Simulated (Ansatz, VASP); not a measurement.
**GaN: VASP beside Ansatz**

```
Ga N
1.0
     3.21837    0.00000    0.00000
     0.00000    5.24317    0.00000
     0.00000    0.00000   24.29064
Ga N
8 8
Cartesian
  0.0000 0.0045 7.5000
  1.6092 2.6261 8.4291
  1.6092 0.0045 10.2872
  0.0000 2.6261 11.2163
  0.0000 0.0045 13.0744
  1.6092 2.6261 14.0034
  1.6092 0.0045 15.8616
  0.0000 2.6261 16.7906
  0.0000 3.2724 7.5000
  1.6092 0.6509 8.4291
  1.6092 3.2724 10.2872
  0.0000 0.6509 11.2163
  0.0000 3.2724 13.0744
  1.6092 0.6509 14.0034
  1.6092 3.2724 15.8616
  0.0000 0.6509 16.7906
```

Alike in both runs: task single point; functional PBE; k mesh 8 × 5 × 1; occupations gaussian, width 0.05 eV; no spin polarisation.

|  | VASP | Ansatz |
| --- | --- | --- |
| version | VASP 6.6.1 | Ansatz 0.2.0 |
| potentials or method | VASP PAW PBE potentials, release 64 (Ga_d, N), cutoff 520 eV | scalar-relativistic, plane waves, PAW |
| valence electrons in the cell | 144 | 144 |

```tsv
	VASP	Ansatz	Ansatz less VASP
gap on the k mesh at the Fermi level (eV)	0.39	0.41	+0.011
least direct gap on the mesh (eV)	0.39	0.41	+0.011
rms of the force components (eV/Å)	0.730	0.733	+0.0025
```

Ansatz's warnings: xc potential rough in thin density.
